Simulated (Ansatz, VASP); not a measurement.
# BaB in VASP and in Ansatz

INCAR

```
PREC = Accurate ; ENCUT = 520
EDIFF = 1E-6 ; ISMEAR = 0
SIGMA = 0.05 ; LREAL = F
LASPH = T ; NELM = 60
ALGO = Normal ; ISIF = 2
LWAVE = F ; LCHARG = T
GGA = PE ; LELF = T
LVHAR = T ; NBANDS = 14
```

The input KPOINTS:

```
Automatic mesh
0
Gamma
  10 10 10
```

Contents of POSCAR:

```
BaB
1.0
    0.0000000000      3.0827929264      3.0827929264
    3.0827929264      0.0000000000      3.0827929264
    3.0827929264      3.0827929264      0.0000000000
Ba B
1 1
Direct
    0.5000000000      0.5000000000      0.5000000000
   -0.0081095294      0.0081095294      0.0081095294
```

Input for Ansatz:

```yaml
crystal:
  lattice:
    - [0.0, 3.0827929264, 3.0827929264]
    - [3.0827929264, 0.0, 3.0827929264]
    - [3.0827929264, 3.0827929264, 0.0]
  atoms:
    - { symbol: Ba, position: [0.5, 0.5, 0.5] }
    - { symbol: B, position: [-0.0081095294, 0.0081095294, 0.0081095294] }
basis:
  ecutwfc: 420
  ecutrho_ratio: 4
kpoints:
  mp_grid: { grid: [10, 10, 10] }
hamiltonian:
  xc: pbe
scf:
  occupations: { method: gaussian, width: 0.05 }
output:
  forces: true
  stress: true
  eigenvalues: true
  write_density: true
  write_potential: true
  elf: true
  volumetric_format: npy
```

Alike in both runs: task single point; functional PBE; k mesh 10 × 10 × 10; occupations gaussian, width 0.05 eV; no spin polarisation.

```csv
,VASP,Ansatz
version,VASP 6.6.1,Ansatz 0.2.0
potentials or method,"VASP PAW PBE potentials, release 64 (Ba_sv, B), cutoff 520 eV","scalar-relativistic, plane waves, PAW"
valence electrons in the cell,13,13
```

```tsv
	VASP	Ansatz	Ansatz less VASP
gap on the k mesh at the Fermi level (eV)	none	none	-
pressure (GPa)	0.5	0.0	-0.52
traceless stress, the component that is largest in VASP (GPa)	0.05	0.05	-0.005
rms of the force components (eV/Å)	0.052	0.050	-0.0027
```

Atom by atom the forces differ by 0.003 eV/Å (rms over components). A gap of «none» marks a metal or a gap that the smearing closes. With one functional, cell and mesh, what is left measures potentials, basis and numerics.

Neither program's run includes spin-orbit coupling.
